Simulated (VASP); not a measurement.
# Mg: single point with LDA

Crystal: Mg.

```
Mg
1.0
     3.14259    0.00000    0.00000
    -1.57129    2.72156    0.00000
     0.00000    0.00000   10.17541
Mg
4
Direct
  0.00000 0.00000 0.00000
  0.33333 0.66667 0.25000
  0.00000 0.00000 0.50000
  0.66667 0.33333 0.75000
```

```
Program                : VASP 6.6.1
Task                   : single point
Functional             : LDA
Potentials or basis    : VASP PAW LDA potentials, release 64 (Mg)
Cutoff                 : 520 eV
k mesh                 : 8 × 8 × 3
Occupations            : fermi-dirac, width 0.02 eV
Spin                   : no spin polarisation
Dipole correction      : no
Further INCAR settings : ALGO = Normal; EDIFF = 1e-06; NBANDS = 12
```

```yaml
Pressure: -0.4 GPa
Band_gap_on_the_k_mesh: zero (band 4 reaches 3.82 eV, above the bottom of band 5 at 1.51 eV)
```

Levels at points of the mesh, in eV from the Fermi level:
| k point | band 1 | band 2 | band 3 | band 4 | band 5 | band 6 | band 7 | band 8 |
| --- | --- | --- | --- | --- | --- | --- | --- | --- |
| (0.00, 0.00, 0.00) | -7.20 | -5.75 | -5.75 | -1.77 | -1.29 | 5.16 | 5.17 | 11.16 |
| (0.50, 0.00, 0.00) | -2.26 | -2.25 | -1.15 | -1.14 | -0.58 | -0.54 | 2.78 | 2.96 |

Run time: 7 s on 1 thread of Intel(R) Xeon(R) 6975P-C (Granite Rapids), on a shared host, peak memory 0.17 GiB.
